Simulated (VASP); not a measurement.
Wanted: the native input for a VASP 6.6.1 run.

```yaml
Task: relaxation of cell and atoms
Functional: PBE
Potentials_or_basis: VASP PAW PBE potentials, release 64 (Sc_sv, H, Br)
Cutoff: 600 eV
k_mesh: 6 × 6 × 2
Occupations: gaussian, width 0.1 eV
Spin: no spin polarisation
Dipole_correction: no
Further_INCAR_settings: ALGO = Normal; EDIFF = 1e-07; IBRION = 2; EDIFFG = -0.04; NSW = 90; ISIF = 3
```

The structure of ScH3Br2 lies in POSCAR:

```
ScH3Br2
1.0
    3.7059520800      0.0000000000      0.0000000000
   -1.8529760400      3.2094486500      0.0000000000
    0.0000000000      0.0000000000      9.0806115200
Sc H Br
1 3 2
Direct
    0.0000000000      0.0000000000      0.0000000000
    0.3333333300      0.6666666700      0.1732381300
    0.6666666700      0.3333333300      0.8267618700
    0.0000000000      0.0000000000      0.5000000000
    0.3333333300      0.6666666700      0.6638077500
    0.6666666700      0.3333333300      0.3361922500
```

The cell was generated, and may not be a known phase.

These files were run (other wordings do the same):

INCAR

```
  ALGO = Normal
  EDIFF = 1E-7
  EDIFFG = -0.04
  ENCUT = 600
  GGA = PE
  IBRION = 2
  ISIF = 3
  ISMEAR = 0
  LASPH = True
  LCHARG = False
  LREAL = False
  LWAVE = False
  NELM = 80
  NSW = 90
  PREC = Accurate
  SIGMA = 0.1
```

KPOINTS

```
k-points
0
Gamma
  6 6 2
```

Potentials or basis: VASP PAW PBE potentials, release 64 (Sc_sv, H, Br).

Command:

```console
$ cat potpaw_PBE.64/Sc_sv/POTCAR potpaw_PBE.64/H/POTCAR potpaw_PBE.64/Br/POTCAR > POTCAR
$ mpirun -np 1 vasp_std > vasp.out
```

Results of the run:

The relaxed volume is 13.28 Å³/atom and the relaxed cell is a = 3.485 Å, b = 3.485 Å, c = 7.575 Å, α = 90.00°, β = 90.00°, γ = 120.00°. The space group after relaxing (to 0.1 Å) is P-3m1 (No. 164). The energy gained by relaxing is 662.1 meV/atom. The ionic steps are 16, the pressure after relaxing is -0.1 GPa and the largest force after relaxing is 0.023 eV/Å. The band gap on the k mesh is zero (bands 14 and 15 overlap by 0.99 eV).

Caveat: the volume moved by over 15 % at a fixed basis, so the end points are rough.

It took 5.6 min on 1 thread of AMD EPYC 9R45 96-Core Processor (Zen 5), on a shared host, peak memory 0.26 GiB.
